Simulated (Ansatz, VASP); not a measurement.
One calculation of Ag, two programs

Contents of INCAR:

```
SYSTEM = Ag
ALGO = Fast
EDIFF = 1E-7
ENCUT = 520
GGA = PS
ISIF = 2
ISMEAR = 0
LASPH = .True.
LCHARG = .True.
LELF = .True.
LREAL = .False.
LVHAR = .True.
LWAVE = .False.
NBANDS = 12
NELM = 60
PREC = Accurate
SIGMA = 0.15
```

File KPOINTS:

```
k-points
0
Gamma
  20 20 20
  0 0 0
```

The input POSCAR:

```
Ag
1.0
   -1.7218801600      1.7218801600      1.7881063200
    1.7218801600     -1.7218801600      1.7881063200
    1.7218801600      1.7218801600     -1.7881063200
Ag
1
Direct
    0.0000000000      0.0000000000      0.0000000000
```

Input for Ansatz:

```yaml
crystal:
  lattice:
    - [-1.72188016, 1.72188016, 1.78810632]
    - [1.72188016, -1.72188016, 1.78810632]
    - [1.72188016, 1.72188016, -1.78810632]
  atoms:
    - { symbol: Ag, position: [0.0, 0.0, 0.0] }
basis:
  ecutwfc: 420
kpoints:
  mp_grid: { grid: [20, 20, 20] }
hamiltonian:
  xc: pbesol
scf:
  occupations: { method: gaussian, width: 0.15 }
output:
  forces: true
  stress: true
  eigenvalues: true
  write_density: true
  write_potential: true
  elf: true
  volumetric_format: npy
```

Change from the starting cell: strain +0.040 along x and y, +0.080 along z, atoms carried along.

Alike in both runs: task single point; functional PBEsol; k mesh 20 × 20 × 20; occupations gaussian, width 0.15 eV; no spin polarisation.

|  | VASP | Ansatz |
| --- | --- | --- |
| version | VASP 6.6.1 | Ansatz 0.2.0 |
| potentials or method | VASP PAW PBE potentials, release 64 (Ag), cutoff 520 eV | scalar-relativistic, plane waves, PAW |
| valence electrons in the cell | 11 | 19 |

```tsv
	VASP	Ansatz	Ansatz less VASP
gap on the k mesh at the Fermi level (eV)	none	none	-
pressure (GPa)	-13.8	-13.8	+0.02
traceless stress, the component that is largest in VASP (GPa)	0.17	0.17	+0.001
```

VASP's potentials were made for PBE, not for PBEsol. A gap of «none» marks a metal or a gap that the smearing closes. VASP's potentials hold 11 valence electrons a cell and Ansatz's 19, so a difference there can come from the potentials and not from the codes.
